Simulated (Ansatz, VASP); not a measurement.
## Ni: VASP beside Ansatz

The input INCAR:

```
ALGO = Normal
EDIFF = 1E-6
ENCUT = 600
GGA_COMPAT = F
ISIF = 2
ISMEAR = 1
LASPH = T
LCHARG = T
LELF = T
LREAL = F
LVHAR = T
LWAVE = F
NBANDS = 11
NELM = 120
PREC = Accurate
SIGMA = 0.3
```

The input KPOINTS:

```
k-points
0
Gamma
  16 16 16
```

Contents of POSCAR:

```
Ni
1.0
    0.0000000000      1.7104399105      1.7104399105
    1.7104399105      0.0000000000      1.7104399105
    1.7104399105      1.7104399105      0.0000000000
Ni
1
Direct
    0.0000000000      0.0000000000      0.0000000000
```

Input for Ansatz:

```yaml
crystal:
  lattice:
    - [0.0, 1.7104399105, 1.7104399105]
    - [1.7104399105, 0.0, 1.7104399105]
    - [1.7104399105, 1.7104399105, 0.0]
  atoms:
    - { symbol: Ni, position: [0.0, 0.0, 0.0] }
hamiltonian:
  xc: lda
  pseudopotentials:
    kind: paw
    azcp:
      Ni: "pseudopotentials/Ni.paw.azcp"
basis:
  ecutwfc: 420
  fft_grid_basis: typed
kpoints:
  mp_grid: { grid: [16, 16, 16], shift: [0, 0, 0] }
magnetization:
  spin_polarized: false
scf:
  occupations: { method: methfessel_paxton, width: 0.3 }
  lower_state_search: "off"
output:
  stress: true
```

Alike in both runs: task single point; functional LDA; k mesh 16 × 16 × 16; occupations methfessel-paxton of order 1, width 0.3 eV; no spin polarisation.

|  | VASP | Ansatz |
| --- | --- | --- |
| version | VASP 6.6.1 | Ansatz 0.2.0 |
| potentials or method | VASP PAW LDA potentials, release 64 (Ni), cutoff 600 eV | plane waves (420 eV) with PAW, scalar-relativistic |
| valence electrons in the cell | 10 | 18 |

VASP gave:

```
pressure (GPa) : -0.5
```

**Question.** Which values does Ansatz return?

**Answer.** Pressure (GPa): -0.4.

Ansatz warns that its potentials were made for another functional, while VASP's fit it. LDA's correlation is that of Perdew and Zunger in VASP and of Perdew and Wang (1992) in Ansatz. VASP's potentials hold 10 valence electrons a cell and Ansatz's 18, so a difference there can come from the potentials and not from the codes.
